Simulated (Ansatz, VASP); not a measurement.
## One calculation of PbS, two programs

File POSCAR:

```
PbS
1.0
    3.6351320118      0.0000000000      0.0000000000
    0.0000000000      3.6351320118      0.0000000000
    0.0000000000      0.0000000000      3.6351320118
Pb S
1 1
Direct
    0.0000000000      0.0000000000      0.0000000000
    0.5000000000      0.5000000000      0.5000000000
```

The input INCAR.step1:

```
PREC     = Accurate       # precision mode
ENCUT    = 520            # plane-wave cutoff, eV
EDIFF    = 1E-5           # SCF threshold, eV
ISMEAR   = -1             # smearing method
SIGMA    = 0.02           # smearing width, eV
LREAL    = False          # projectors in reciprocal space
LASPH    = True           # aspherical terms in the spheres
NELM     = 80             # most SCF steps
ALGO     = Normal         # electronic algorithm
ISIF     = 2              # what is computed and relaxed
LWAVE    = True           # write WAVECAR
LCHARG   = False          # write CHGCAR
NBANDS   = 17             # bands
GGA      = PE             # functional
```

File INCAR.step2:

```
PREC     = Accurate       # precision mode
ENCUT    = 520            # plane-wave cutoff, eV
EDIFF    = 1E-6           # SCF threshold, eV
ISMEAR   = -1             # smearing method
SIGMA    = 0.02           # smearing width, eV
LREAL    = False          # projectors in reciprocal space
LASPH    = True           # aspherical terms in the spheres
NELM     = 80             # most SCF steps
ALGO     = Normal         # electronic algorithm
ISIF     = 2              # what is computed and relaxed
LWAVE    = False          # write WAVECAR
LCHARG   = False          # write CHGCAR
GGA      = PE             # functional
LHFCALC  = True           # exact exchange
AEXX     = 0.35           # exact-exchange fraction
HFSCREEN = 0.3            # screening, 1/A
PRECFOCK = Normal       
NBANDS   = 17             # bands
ISTART   = 1
```

The input KPOINTS:

```
regular mesh
0
Gamma
  4 4 4
```

Input for Ansatz:

```yaml
crystal:
  lattice:
    - [3.6351320118, 0.0, 0.0]
    - [0.0, 3.6351320118, 0.0]
    - [0.0, 0.0, 3.6351320118]
  atoms:
    - { symbol: Pb, position: [0.0, 0.0, 0.0] }
    - { symbol: S, position: [0.5, 0.5, 0.5] }
kpoints:
  mp_grid: { grid: [4, 4, 4] }
hamiltonian:
  xc: { exchange: pbe, correlation: pbe, exx: { coeff: 0.35, omega: 0.3 } }
scf:
  occupations: { method: fermi_dirac, width: 0.02 }
  n_extra_bands: 4
output:
  forces: true
  stress: true
  eigenvalues: true
```

Alike in both runs: task single point; functional PBE-based screened hybrid with a share of 0.35 of exact exchange and HFSCREEN = 0.3; k mesh 4 × 4 × 4; occupations fermi-dirac, width 0.02 eV; no spin polarisation.

|  | VASP | Ansatz |
| --- | --- | --- |
| version | VASP 6.6.1 | Ansatz 0.2.0 |
| potentials or method | VASP PAW PBE potentials, release 64 (Pb_d, S) | plane waves |
| plane-wave cutoff (eV) | 520 | 420 |
| valence electrons in the cell | 20 | 20 |

VASP gave:

```
pressure (GPa) : -2.1
```

**Question.** Which values does Ansatz return?

**Answer.** Pressure (GPa): -2.0.

VASP's potentials were made for PBE, not for PBE-based screened hybrid. Ansatz's warnings: filled band counts differ across k points, stress exchange threshold loose, stress scf threshold loose.

The k mesh is coarse, so the values compare programs but aren't converged. Spin-orbit coupling is off throughout.
